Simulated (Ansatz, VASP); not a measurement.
## Two plane-wave programs on PbF2

Contents of POSCAR:

```
PbF2
1.0
    0.0000000000      2.8188439444      2.8188439444
    2.8188439444      0.0000000000      2.8188439444
    2.8188439444      2.8188439444      0.0000000000
Pb F
1 2
Direct
    0.0000000000      0.0000000000      0.0000000000
    0.2500000000      0.2500000000      0.2500000000
    0.7500000000      0.7500000000      0.7500000000
```

File INCAR.step1:

```
  PREC = Accurate
  ENCUT = 520
  EDIFF = 1E-5
  ISMEAR = 0
  SIGMA = 0.01
  LREAL = False
  LASPH = True
  NELM = 120
  ALGO = Normal
  ISIF = 2
  LWAVE = True
  LCHARG = False
  GGA = PE
  NBANDS = 21
  GGA_COMPAT = False
  KPAR = 4
```

Contents of INCAR.step2:

```
  PREC = Accurate
  ENCUT = 520
  EDIFF = 1E-6
  ISMEAR = 0
  SIGMA = 0.01
  LREAL = False
  LASPH = True
  NELM = 120
  ALGO = Normal
  ISIF = 2
  LWAVE = False
  LCHARG = False
  GGA = PE
  LHFCALC = True
  HFSCREEN = 0.2079
  PRECFOCK = Normal
  ISTART = 1
  NBANDS = 21
  GGA_COMPAT = False
  KPAR = 4
```

KPOINTS

```
regular mesh
0
Gamma
  6 6 6
```

Input for Ansatz:

```yaml
crystal:
  lattice:
    - [0.0, 2.8188439444, 2.8188439444]
    - [2.8188439444, 0.0, 2.8188439444]
    - [2.8188439444, 2.8188439444, 0.0]
  atoms:
    - { symbol: Pb, position: [0.0, 0.0, 0.0] }
    - { symbol: F, position: [0.25, 0.25, 0.25] }
    - { symbol: F, position: [0.75, 0.75, 0.75] }
kpoints:
  mp_grid: { grid: [6, 6, 6] }
  band_path:
    path:
      - [0.0, 0.0, 0.0]
      - [0.5, 0.0, 0.5]
      - [0.625, 0.25, 0.625]
      - [0.375, 0.375, 0.75]
      - [0.5, 0.5, 0.5]
      - [0.5, 0.25, 0.75]
      - [0.25, -0.5, -0.25]
      - [0.0, 0.460937, 0.460938]
    npoints: 1
hamiltonian:
  xc: hse06
scf:
  occupations: { method: fixed }
  n_extra_bands: 4
output:
  forces: true
  stress: true
  eigenvalues: true
  write_density: true
  write_potential: true
  elf: true
  volumetric_format: npy
```

Change from the starting cell: hydrostatic strain -4.3%.

Alike in both runs: task single point; functional HSE06; k mesh 6 × 6 × 6; no spin polarisation.

|  | VASP | Ansatz |
| --- | --- | --- |
| version | VASP 6.6.1 | Ansatz 0.2.0 |
| potentials or method | VASP PAW PBE potentials, release 64 (Pb_d, F) | plane waves, PAW |
| plane-wave cutoff (eV) | 520 | 420 |
| occupations | gaussian, width 0.01 eV | fixed |
| valence electrons in the cell | 28 | 28 |

|  | VASP | Ansatz | Ansatz less VASP |
| --- | --- | --- | --- |
| gap on the k mesh at the Fermi level (eV) | 5.58 | 5.58 | +0.009 |
| pressure (GPa) | 17.1 | 17.1 | +0.04 |

Ansatz's warnings: stress exchange threshold loose, stress scf threshold loose.

Neither program's run includes spin-orbit coupling.
